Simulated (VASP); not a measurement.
A run of VASP 6.6.1 is set up as follows.

Contents of INCAR:

```
  PREC = Accurate
  ENCUT = 520
  EDIFF = 1E-8
  ISMEAR = 1
  SIGMA = 0.05
  LREAL = F
  LASPH = T
  NELM = 80
  ALGO = Normal
  ISIF = 2
  LWAVE = F
  LCHARG = T
  NBANDS = 21
  IBRION = 8
  NSW = 1
```

KPOINTS

```
regular mesh
0
Gamma
  8 8 8
```

POSCAR

```
Sn
1.0
    0.0000000000      3.2333430000      3.2333430000
    3.2333430000      0.0000000000      3.2333430000
    3.2333430000      3.2333430000      0.0000000000
Sn
2
Direct
    0.0000000000      0.0000000000      0.0000000000
    0.2500000000      0.2500000000      0.2500000000
```

Potentials or basis: VASP PAW LDA potentials, release 64 (Sn_d).

Launch:

```bash
$ cat potpaw_LDA.64/Sn_d/POTCAR > POTCAR
$ mpirun -np 1 vasp_std > vasp.out
```

Question: Estimate the highest phonon frequency at Γ.

Answer: 191 cm⁻¹.

Phonon frequencies in cm⁻¹ (negative: imaginary):
```
              q point        frequencies
(0.000, 0.000, 0.000)  0 0 0 191 191 191
```
